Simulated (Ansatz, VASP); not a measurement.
# One calculation of Ag, two programs

```
Ag
1.0
     2.94281    0.00000    0.00000
    -1.47140    2.54854    0.00000
     0.00000    0.00000   10.19613
Ag
4
Direct
  0.33333 0.66667 0.25000
  0.66667 0.33333 0.75000
  0.00000 0.00000 0.00000
  0.00000 0.00000 0.50000
```

Change from the starting cell: volume scaled by 1.06, crystal datasets.

Alike in both runs: task electric field gradients; functional LDA; k mesh 14 × 14 × 4; occupations fermi-dirac, width 0.08 eV; no spin polarisation.

```csv
,VASP,Ansatz
version,VASP 6.6.1,Ansatz 0.2.0
potentials or method,"VASP PAW LDA potentials, release 64 (Ag), cutoff 520 eV","all-electron PAW with datasets made for the crystal, scalar-relativistic"
```

Ansatz gave:

* pressure (GPa): -14.4
* traceless stress, the component that is largest in VASP (GPa): -1.65
* size of Vzz on the site where it differs most (V/Å²): 3.7

**Question.** What did VASP give for the same quantities?

**Answer.** Pressure (GPa): -14.2; traceless stress, the component that is largest in VASP (GPa): -1.68; size of Vzz on the site where it differs most (V/Å²): 8.6.

LDA's correlation is that of Perdew and Zunger in VASP and of Perdew and Wang (1992) in Ansatz. Ansatz ran all-electron here, and VASP with PAW potentials.
